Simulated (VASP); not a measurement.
Input of a VASP 6.6.1 run:

The input INCAR:

```
SYSTEM = ZrTl2
PREC     = Accurate       ! precision mode
ENCUT    = 600            ! plane-wave cutoff, eV
EDIFF    = 1E-6           ! SCF threshold, eV
ISMEAR   = 0              ! smearing method
SIGMA    = 0.05           ! smearing width, eV
LREAL    = .FALSE.        ! projectors in reciprocal space
LASPH    = .TRUE.         ! aspherical terms in the spheres
NELM     = 80             ! most SCF steps
ALGO     = Normal         ! electronic algorithm
ISIF     = 4              ! what is computed and relaxed
LWAVE    = .FALSE.        ! write WAVECAR
LCHARG   = .FALSE.        ! write CHGCAR
GGA      = PS             ! functional
IBRION   = 2              ! ionic algorithm
NSW      = 60             ! ionic steps
EDIFFG   = -0.01          ! ionic threshold
```

The input KPOINTS:

```
Automatic mesh
0
G
  8 8 8
  0 0 0
```

POSCAR

```
ZrTl2
1.0
    5.1984363762      0.0000000000      0.0000000000
   -2.5992181881      4.5019779618      0.0000000000
    0.0000000000      0.0000000000      3.1273340743
Zr Tl
1 2
Direct
    0.0000000000      0.0000000000      0.0000000000
    0.3333333333      0.6666666667      0.5000000000
    0.6666666667      0.3333333333      0.5000000000
```

Potentials or basis: VASP PAW PBE potentials, release 64 (Zr_sv, Tl_d).

Command:

```bash
$ cat potpaw_PBE.64/Zr_sv/POTCAR potpaw_PBE.64/Tl_d/POTCAR > POTCAR
$ mpirun -np 1 vasp_std > vasp.out
```

Question: Predict the band gap on the k mesh.

Answer: Zero (bands 19 and 20 overlap by 0.96 eV).

Final structure:
```cif
data_structure
_symmetry_space_group_name_H-M 'P 1'
_symmetry_Int_Tables_number 1
_cell_length_a 5.2004
_cell_length_b 5.2004
_cell_length_c 3.1250
_cell_angle_alpha 90.000
_cell_angle_beta 90.000
_cell_angle_gamma 120.000
_cell_volume 73.19
loop_
_atom_site_label
_atom_site_type_symbol
_atom_site_fract_x
_atom_site_fract_y
_atom_site_fract_z
_atom_site_occupancy
Zr1 Zr 0.00000 0.00000 0.00000 1
Tl1 Tl 0.33333 0.66667 0.50000 1
Tl2 Tl 0.66667 0.33333 0.50000 1
```

Caveat: spin-orbit coupling is left out, which moves the levels of the heavy elements.
